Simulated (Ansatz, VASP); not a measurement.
# Pd in VASP and in Ansatz

INCAR

```
PREC = Accurate ; ENCUT = 520
EDIFF = 1E-6 ; ISMEAR = 1
SIGMA = 0.1 ; LREAL = F
LASPH = T ; NELM = 100
ALGO = Normal ; ISIF = 2
LWAVE = F ; LCHARG = T
GGA = RE ; LELF = T
LVHAR = T ; NBANDS = 11
```

File KPOINTS:

```
Automatic mesh
0
Gamma
  10 10 10
```

The input POSCAR:

```
Pd
1.0
    0.0000000000      1.9908979555      1.9908979555
    1.9908979555      0.0000000000      1.9908979555
    1.9908979555      1.9908979555      0.0000000000
Pd
1
Direct
    0.0000000000      0.0000000000      0.0000000000
```

Input for Ansatz:

```yaml
crystal:
  lattice:
    - [0.0, 1.9908979555246655, 1.9908979555246655]
    - [1.9908979555246655, 0.0, 1.9908979555246655]
    - [1.9908979555246655, 1.9908979555246655, 0.0]
  atoms:
    - { symbol: Pd, position: [0.0, 0.0, 0.0] }
accuracy: medium
kpoints:
  mp_grid:
    grid: [10, 10, 10]
hamiltonian:
  xc: revpbe
  pseudopotentials:
    kind: nc
scf:
  max_iter: 150
  convergence:
    dr2_threshold: 1.0e-09
  mixing:
    algorithm: broyden
    beta: 0.4
    ndim: 8
  occupations:
    method: methfessel_paxton
output:
  stress: true
```

Alike in both runs: task single point; functional revPBE; k mesh 10 × 10 × 10; no spin polarisation.

|  | VASP | Ansatz |
| --- | --- | --- |
| version | VASP 6.6.1 | Ansatz 0.2.0 |
| potentials or method | VASP PAW PBE potentials, release 64 (Pd) | plane waves, norm-conserving potentials |
| plane-wave cutoff (eV) | 520 | 1116 |
| occupations | methfessel-paxton of order 1, width 0.1 eV | methfessel-paxton of order 1 |
| valence electrons in the cell | 10 | 18 |

VASP gave:

```
pressure (GPa) : -2.0
```

**Question.** Estimate Ansatz's values.

**Answer.** Pressure (GPa): -1.9.

VASP's potentials were made for PBE, not for revPBE. VASP's potentials hold 10 valence electrons a cell and Ansatz's 18, so a difference there can come from the potentials and not from the codes. Ansatz's warnings: stress scf threshold loose.
